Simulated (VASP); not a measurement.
# Al3VN4 (Pm-3m) in VASP: relaxation of cell and atoms with PBE

Aim: the relaxation of cell and atoms of Al3VN4 with PBE.

All numbers are computed with VASP 6.6.1; they aren't measurements. Logs are shortened: lines on timing, memory, paths and dates and some standing lists are left out, and cuts for length are marked.

## Step 1: The cell of the first run

The structure is cubic, space group Pm-3m (No. 221). Conventional cell: a = 4.108 Å, b = 4.108 Å, c = 4.108 Å, α = 90.00°, β = 90.00°, γ = 90.00°. Al (site symmetry 4/mmm) has 6 N at 2.05 Å within 2.7 Å. Within 2.7 Å of V (site symmetry m-3m) lie 6 N at 2.05 Å. N (site symmetry 4/mmm) has 4 Al at 2.05 Å and 2 V at 2.05 Å within 2.7 Å. N (site symmetry m-3m) has 6 Al at 2.05 Å within 2.7 Å.

## Step 2: Relaxation of cell and atoms, PBE, collinear spin, ferromagnetic start

Contents of INCAR:

```
SYSTEM = Al3VN4
  PREC = Accurate
  ENCUT = 600
  EDIFF = 1E-6
  ISMEAR = 0
  SIGMA = 0.1
  LREAL = .FALSE.
  LASPH = .TRUE.
  NELM = 150
  ALGO = Normal
  ISIF = 3
  LWAVE = .FALSE.
  LCHARG = .FALSE.
  ISPIN = 2
  MAGMOM = 0 0 0 1.26 0 0 0 0
  LORBIT = 11
  LMAXMIX = 4
  GGA = PE
  IBRION = 2
  NSW = 100
  EDIFFG = -0.01
```

Contents of KPOINTS:

```
regular mesh
0
G
  10 10 10
  0 0 0
```

Contents of POSCAR:

```
Al3VN4
1.0
    4.1077747729      0.0000000000      0.0000000000
    0.0000000000      4.1077747729      0.0000000000
    0.0000000000      0.0000000000      4.1077747729
Al V N
3 1 4
Direct
    0.5000000000      0.0000000000      0.5000000000
    0.5000000000      0.5000000000      0.0000000000
    0.0000000000      0.5000000000      0.5000000000
    0.0000000000      0.0000000000      0.0000000000
    0.0000000000      0.5000000000      0.0000000000
    0.5000000000      0.5000000000      0.5000000000
    0.0000000000      0.0000000000      0.5000000000
    0.5000000000      0.0000000000      0.0000000000
```

Potentials or basis: VASP PAW PBE potentials, release 64 (Al, V_sv, N).

The run is started by

```sh
$ cat potpaw_PBE.64/Al/POTCAR potpaw_PBE.64/V_sv/POTCAR potpaw_PBE.64/N/POTCAR > POTCAR
$ mpirun -np 1 vasp_std > vasp.out
```

OUTCAR:

```text
SYSTEM = Al3VN4
   PREC = Accurate
   ENCUT = 600
   EDIFF = 1E-6
   ISMEAR = 0
   LREAL = .FALSE.
   LASPH = .TRUE.
   NELM = 150
   ISIF = 3
   ISPIN = 2
   LORBIT = 11
   GGA = PE
   IBRION = 2
   NSW = 100
   EDIFFG = -0.01

 ion  position               nearest neighbor table
   1  0.500  0.000  0.500-   6 2.05   7 2.05   8 2.05   8 2.05   6 2.05   7 2.05   2 2.90   4 2.90
                             2 2.90   2 2.90   3 2.90   3 2.90   2 2.90   3 2.90   4 2.90   4 2.90
   2  0.500  0.500  0.000-   5 2.05   6 2.05   8 2.05   6 2.05   8 2.05   5 2.05   1 2.90   3 2.90
                             1 2.90   1 2.90   4 2.90   3 2.90   1 2.90   3 2.90   4 2.90   4 2.90
   3  0.000  0.500  0.500-   5 2.05   6 2.05   7 2.05   5 2.05   7 2.05   6 2.05   2 2.90   4 2.90
                             1 2.90   1 2.90   4 2.90   2 2.90   4 2.90   1 2.90   2 2.90   4 2.90
   4  0.000  0.000  0.000-   5 2.05   7 2.05   8 2.05   7 2.05   5 2.05   8 2.05   1 2.90   3 2.90
                             1 2.90   2 2.90   3 2.90   2 2.90   3 2.90   1 2.90   2 2.90   3 2.90
   5  0.000  0.500  0.000-   2 2.05   3 2.05   4 2.05   3 2.05   4 2.05   2 2.05
   6  0.500  0.500  0.500-   1 2.05   2 2.05   3 2.05   2 2.05   1 2.05   3 2.05
   7  0.000  0.000  0.500-   1 2.05   3 2.05   4 2.05   4 2.05   3 2.05   1 2.05
   8  0.500  0.000  0.000-   1 2.05   2 2.05   4 2.05   1 2.05   2 2.05   4 2.05

  LATTYP: Found a simple cubic cell.
 ALAT       =     4.1077747729

  Lattice vectors:

 A1 = (   4.1077747729,   0.0000000000,   0.0000000000)
 A2 = (   0.0000000000,   4.1077747729,   0.0000000000)
 A3 = (   0.0000000000,   0.0000000000,   4.1077747729)

Analysis of symmetry for initial positions (statically):
=====================================================================
 Subroutine PRICEL returns:
 Original cell was already a primitive cell.

 Routine SETGRP: Setting up the symmetry group for a
 simple cubic supercell.

 Subroutine GETGRP returns: Found 48 space group operations
 (whereof 48 operations were pure point group operations)
 out of a pool of 48 trial point group operations.

The static configuration has the point symmetry O_h .

Analysis of symmetry for dynamics (positions and initial velocities):
=====================================================================
 Subroutine PRICEL returns:
 Original cell was already a primitive cell.

 Routine SETGRP: Setting up the symmetry group for a
 simple cubic supercell.

 Subroutine GETGRP returns: Found 48 space group operations
 (whereof 48 operations were pure point group operations)
 out of a pool of 48 trial point group operations.

The dynamic configuration has the point symmetry O_h .

Analysis of structural, dynamic, and magnetic symmetry:
=====================================================================
[... 151 lines left out ...]
   LEPSILON=     F    determine dielectric tensor
   LRPA    =     F    only Hartree local field effects (RPA)
 conjugate gradient relaxation of ions
 spin polarized calculation
 Gauss-broadening in eV      SIGMA  =   0.10
  energy-cutoff  :      600.00
  volume of cell :       69.31
 maximum number of plane-waves:      2360
 NGX is ok and might be reduce to    36
   NGX = 17   NGY = 17   NGZ = 17

--------------------------------------- Ionic step        1  -------------------------------------------

 number of electron      42.0000002 magnetization       0.6644868

 Free energy of the ion-electron system (eV)
  ---------------------------------------------------
  ext. energy  EPLUGINS =         0.00000000
  ---------------------------------------------------
  free energy    TOTEN  =       -62.00491838 eV

  energy without entropy =      -61.99729221  energy(sigma->0) =      -62.00110529

------------------------ aborting loop because EDIFF is reached ----------------------------------------

  FORCE on cell =-STRESS in cart. coord.  units (eV):
  Direction    XX          YY          ZZ          XY          YZ          ZX
  --------------------------------------------------------------------------------------
  -------------------------------------------------------------------------------------
  Total       -1.1210037     -1.1210037     -1.1210037     -0.0000000     -0.0000000     -0.0000000
  in kB      -25.9118111    -25.9118111    -25.9118111     -0.0000000     -0.0000000     -0.0000000
  external PRESSURE =     -25.9118111 kB  Pullay stress =       0.0000000 kB
[... 71 lines left out ...]
--------------------------------------- Ionic step        3  -------------------------------------------

 number of electron      41.9999997 magnetization       0.6496194

 Free energy of the ion-electron system (eV)
  ---------------------------------------------------
  ext. energy  EPLUGINS =         0.00000000
  ---------------------------------------------------
  free energy    TOTEN  =       -62.01062060 eV

  energy without entropy =      -62.00342784  energy(sigma->0) =      -62.00702422

 E-fermi :  11.8692     XC(G=0): -12.5198

 val. band max:       11.8684874266   @ k =   0.4000   0.3000   0.2000
 cond. band min:      11.8758444143   @ k =   0.3000   0.3000   0.1000
 fundamental gap:      0.0073569877
 Fermi energy:        11.8691933259

 spin component 1

 k-point     1 :       0.0000    0.0000    0.0000
  band No.  band energies     occupation
      1     -53.5822      1.00000
      2     -27.4858      1.00000
      3     -27.4858      1.00000
      4     -27.4858      1.00000
      5      -7.3249      1.00000
      6      -3.9673      1.00000
[... 709 lines left out ...]
     26      15.7660      0.00000
     27      15.9292      0.00000

 [... further k-points ...]

 spin component 2

 k-point     1 :       0.0000    0.0000    0.0000
  band No.  band energies     occupation
      1     -53.0091      1.00000
      2     -26.9224      1.00000
      3     -26.9224      1.00000
      4     -26.9224      1.00000
      5      -7.3033      1.00000
      6      -3.9443      1.00000
[... 746 lines left out ...]
  FREE ENERGIE OF THE ION-ELECTRON SYSTEM (eV)
  ---------------------------------------------------
  free  energy   TOTEN  =       -62.0106205978 eV

  energy  without entropy=      -62.0034278388  energy(sigma->0) =      -62.00702422

 reached required accuracy - stopping structural energy minimisation

 total charge

# of ion       s       p       d       tot
------------------------------------------
    1        0.309   0.379   0.000   0.689
    2        0.309   0.379   0.000   0.689
    3        0.309   0.379   0.000   0.689
    4        2.261   6.304   3.140  11.705
    5        1.225   2.584   0.000   3.809
    6        1.216   2.607   0.000   3.823
    7        1.225   2.584   0.000   3.809
    8        1.225   2.584   0.000   3.809
--------------------------------------------------
tot          8.078  17.802   3.140  29.020

 magnetization (x)

# of ion       s       p       d       tot
------------------------------------------
    1        0.002   0.000   0.000   0.002
    2        0.002   0.000   0.000   0.002
    3        0.002   0.000   0.000   0.002
    4        0.004   0.004   0.554   0.562
    5        0.000   0.006   0.000   0.006
    6       -0.000  -0.001   0.000  -0.002
    7        0.000   0.006   0.000   0.006
    8        0.000   0.006   0.000   0.006
--------------------------------------------------
tot          0.010   0.021   0.554   0.584
```

It took 21 min on 1 thread of Oxide Virtual Turin-like, shared host; peak memory 0.35 GiB.

What came out:

```
Free energy                                           : -62.0106 eV
Relaxed volume                                        : 8.58 Å³/atom
Relaxed cell                                          : a = 4.094 Å, b = 4.094 Å, c = 4.094 Å, α = 90.00°, β = 90.00°, γ = 90.00°
Space group after relaxing (to 0.1 Å)                 : Pm-3m (No. 221)
Energy gained by relaxing                             : 0.7 meV/atom
Ionic steps                                           : 3
Pressure after relaxing                               : 0.0 GPa
Net moment                                            : 0.65 μB per cell
Site moments                                          : Al +0.00; V +0.56; N +0.01, -0.00 (each value once) μB
Valence electrons inside the program's atomic spheres : Al 0.69; V 11.71; N 3.81, 3.82 (each value once)
```

The path:
| step | energy change (eV) | largest force (eV/Å) | pressure (GPa) | volume (Å³) |
| --- | --- | --- | --- | --- |
| 1 | 0.0000 | 0.0000 | -2.59 | 69.31 |
| 2 | 0.0001 | 0.0000 | 2.71 | 67.92 |
| 3 | -0.0057 | 0.0000 | -0.03 | 68.61 |

Final structure:
```
Al V N
1.0
     4.09386    0.00000    0.00000
     0.00000    4.09386    0.00000
     0.00000    0.00000    4.09386
Al V N
3 1 4
Cartesian
  2.0469 0.0000 2.0469
  2.0469 2.0469 0.0000
  0.0000 2.0469 2.0469
  0.0000 0.0000 0.0000
  0.0000 2.0469 0.0000
  2.0469 2.0469 2.0469
  0.0000 0.0000 2.0469
  2.0469 0.0000 0.0000
```

Levels at points of the mesh, in eV from the Fermi level:
Spin up:
```csv
k point,band 17,band 18,band 19,band 20,band 21,band 22,band 23,band 24,band 25,band 26
"(0.00, 0.00, 0.00)",-4.13,-2.15,-2.15,-2.15,-1.78,-1.78,-1.78,0.93,0.93,2.05
"(0.50, 0.00, 0.00)",-4.22,-4.22,-3.13,-3.13,-1.60,0.33,0.33,1.07,3.04,5.08
"(0.50, 0.50, 0.00)",-4.47,-3.48,-3.37,-3.37,0.33,0.33,0.61,1.92,5.15,5.96
"(0.50, 0.50, 0.50)",-3.74,-3.43,-3.43,-3.43,0.89,0.89,0.89,3.56,4.01,4.01
```
Spin down:
```csv
k point,band 18,band 19,band 20,band 21,band 22,band 23
"(0.00, 0.00, 0.00)",-2.13,-2.13,-2.13,-1.26,-1.26,-1.26
"(0.50, 0.00, 0.00)",-4.16,-3.11,-3.11,-1.04,0.90,0.90
"(0.50, 0.50, 0.00)",-3.46,-3.36,-3.36,0.92,0.92,1.24
"(0.50, 0.50, 0.50)",-3.41,-3.41,-3.41,1.50,1.50,1.50
```
